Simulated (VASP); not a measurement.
Wanted: the native input for a VASP 6.6.1 run.

| Property | Result |
| --- | --- |
| Task | single point |
| Functional | PBE |
| Dispersion | D3(BJ) |
| Potentials or basis | VASP PAW PBE potentials, release 64 (Al, Ti_sv) |
| Cutoff | 520 eV |
| k mesh | 3 × 3 × 3 |
| Occupations | fermi-dirac, width 0.15 eV |
| Spin | no spin polarisation |
| Dipole correction | no |
| Further INCAR settings | LREAL = Auto; ALGO = Normal; EDIFF = 1e-06; NBANDS = 72 |

The structure of TiAl30 (a cell with a defect) lies in POSCAR:

```
TiAl30
1.0
    8.1000000000      0.0000000000      0.0000000000
    0.0000000000      8.1000000000      0.0000000000
    0.0000000000      0.0000000000      8.1000000000
Al Ti
30 1
Direct
    0.5022853086     -0.0017048148      0.0017538272
    0.7525872840      0.2500000000     -0.0025872840
    0.7482461728     -0.0017048148      0.2477146914
    0.0015156790     -0.0002616049      0.0004575309
    0.2501164198      0.2500000000      0.0017211111
    0.5022853086      0.5017048148      0.0017538272
    0.7470345679      0.7500000000      0.0029654321
    0.2547634568     -0.0042749383      0.2522918519
    0.5008129630      0.2500000000      0.2491870370
    0.7482461728      0.5017048148      0.2477146914
    0.4977081481     -0.0042749383      0.4952365432
    0.7482788889      0.2500000000      0.4998835802
    0.7495424691     -0.0002616049      0.7484843210
    0.0015156790      0.5002616049      0.0004575309
    0.2555311111      0.7500000000      0.0074792593
    0.0016696296      0.2500000000      0.2508817284
    0.2547634568      0.5042749383      0.2522918519
    0.0003732099      0.0002617284      0.5004356790
    0.2502758025      0.2500000000      0.4997241975
    0.4977081481      0.5042749383      0.4952365432
    0.7425207407      0.7500000000      0.4944688889
    0.2495643210      0.0002617284      0.7496267901
    0.4991182716      0.2500000000      0.7483303704
    0.7495424691      0.5002616049      0.7484843210
    0.0016583951      0.7500000000      0.2526556790
    0.0003732099      0.4997382716      0.5004356790
    0.0006932099      0.2500000000      0.7493067901
    0.2495643210      0.4997382716      0.7496267901
    0.4973443210      0.7500000000      0.7483416049
   -0.0016001235      0.7500000000      0.7516001235
    0.2459613580      0.7500000000      0.5040386420
```

One way to write it, as run:

INCAR

```
PREC = Accurate
ENCUT = 520
EDIFF = 1E-6
ISMEAR = -1
SIGMA = 0.15
LREAL = Auto
LASPH = True
NELM = 80
ALGO = Normal
ISIF = 2
LWAVE = False
LCHARG = False
GGA = PE
IVDW = 12
NBANDS = 72
```

KPOINTS

```
regular mesh
0
Gamma
  3 3 3
```

Potentials or basis: VASP PAW PBE potentials, release 64 (Al, Ti_sv).

Command:

```bash
$ cat potpaw_PBE.64/Al/POTCAR potpaw_PBE.64/Ti_sv/POTCAR > POTCAR
$ mpirun -np 1 vasp_std > vasp.out
```

Results of the run:

The pressure is -4.5 GPa and the largest force is 0.012 eV/Å. The band gap on the k mesh is zero (band 51 reaches 7.59 eV, above the bottom of band 52 at 7.52 eV). The dispersion energy per atom is -0.331 eV.

Wall time 6.4 min on 1 thread of Intel(R) Xeon(R) Platinum 8259CL CPU @ 2.50GHz (Skylake/Cascade Lake), with other jobs on the host, peak memory 0.57 GiB.
